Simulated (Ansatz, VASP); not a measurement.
# One calculation of WSe2, two programs

Contents of INCAR:

```
SYSTEM = WSe2
ALGO     = Normal         ! electronic algorithm
EDIFF    = 1E-7           ! SCF threshold, eV
ENCUT    = 520            ! plane-wave cutoff, eV
GGA      = PS             ! functional
ISIF     = 2              ! what is computed and relaxed
ISMEAR   = 0              ! smearing method
IVDW     = 12             ! dispersion correction
LASPH    = .True.         ! aspherical terms in the spheres
LCHARG   = .False.        ! write CHGCAR
LREAL    = .False.        ! projectors in reciprocal space
LWAVE    = .False.        ! write WAVECAR
NBANDS   = 20             ! bands
NELM     = 80             ! most SCF steps
PREC     = Accurate       ! precision mode
SIGMA    = 0.05           ! smearing width, eV
```

The input KPOINTS:

```
k-points
0
Gamma
  12 12 2
  0 0 0
```

POSCAR

```
WSe2
1.0
    3.3179375931      0.0000000000      0.0000000000
   -1.6589687966      2.9165195174      0.0000000000
    0.0000000000      0.0000000000     16.6581424200
W Se
1 2
Direct
    0.0000000000      0.0000000000      0.0000000000
    0.3333333333      0.6666666667      0.0997865200
    0.3333333333      0.6666666667      0.9002134800
```

Input for Ansatz:

```yaml
crystal:
  lattice:
    - [3.3179375931, 0.0, 0.0]
    - [-1.6589687966, 2.9165195174, 0.0]
    - [0.0, 0.0, 16.65814242]
  atoms:
    - { symbol: W, position: [0.0, 0.0, 0.0] }
    - { symbol: Se, position: [0.3333333333, 0.6666666667, 0.09978652] }
    - { symbol: Se, position: [0.3333333333, 0.6666666667, 0.90021348] }
basis:
  ecutwfc: 420
kpoints:
  mp_grid: { grid: [12, 12, 2] }
hamiltonian:
  xc: pbesol
  dispersion: d3bj
scf:
  occupations: { method: gaussian, width: 0.05 }
output:
  forces: true
  stress: true
  eigenvalues: true
```

Change from the starting cell: strain +0.0150 x Voigt [0, 1, 0, 0, 0, 0], atoms carried along.

Alike in both runs: task single point; functional PBEsol; dispersion D3(BJ); k mesh 12 × 12 × 2; occupations gaussian, width 0.05 eV; no spin polarisation.

|  | VASP | Ansatz |
| --- | --- | --- |
| version | VASP 6.6.1 | Ansatz 0.2.0 |
| potentials or method | VASP PAW PBE potentials, release 64 (W_sv, Se), cutoff 520 eV | scalar-relativistic, plane waves, PAW |
| valence electrons in the cell | 26 | 46 |

|  | VASP | Ansatz | Ansatz less VASP |
| --- | --- | --- | --- |
| gap on the k mesh at the Fermi level (eV) | 1.44 | 1.45 | +0.003 |
| least direct gap on the mesh (eV) | 1.44 | 1.45 | +0.003 |
| rms of the force components (eV/Å) | 0.142 | 0.166 | +0.0246 |

VASP's potentials were made for PBE, not for PBEsol. Atom by atom the forces differ by 0.026 eV/Å (rms over components). VASP's potentials hold 26 valence electrons a cell and Ansatz's 46, so a difference there can come from the potentials and not from the codes.

Neither program's run includes spin-orbit coupling.
